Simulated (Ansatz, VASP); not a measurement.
# Ba3H8: VASP beside Ansatz

```
Ba H
1.0
     7.08006    0.00000    0.00000
     0.00000    7.08006    0.00000
     0.00000    0.00000    7.08006
Ba H
3 8
Direct
  0.50000 0.00000 0.00000
  0.00000 0.50000 0.00000
  0.00000 0.00000 0.50000
  0.82454 0.00000 0.00000
  0.17546 0.00000 0.00000
  0.00000 0.82454 0.00000
  0.00000 0.17546 0.00000
  0.00000 0.00000 0.82454
  0.00000 0.00000 0.17546
  0.00000 0.00000 0.00000
  0.50000 0.50000 0.50000
```

Alike in both runs: task relaxation of cell and atoms; functional PBE; k mesh 6 × 6 × 6; occupations gaussian, width 0.1 eV; no spin polarisation.

```csv
,VASP,Ansatz
version,VASP 6.6.1,Ansatz 0.2.0
potentials or method,"VASP PAW PBE potentials, release 64 (Ba_sv, H), cutoff 500 eV","scalar-relativistic, plane waves, PAW"
valence electrons in the cell,38,38
```

```csv
,VASP,Ansatz,Ansatz less VASP
"gap on the k mesh at the Fermi level, each at its own relaxed structure (eV)",none,none,-
relaxed volume (Å³/atom),33.77,33.58,-0.191
relaxed length of the cell vector where the two differ most in proportion (Å),7.188,7.175,-0.0136
```

A gap of «none» marks a metal or a gap that the smearing closes.

Spin-orbit coupling is off throughout.
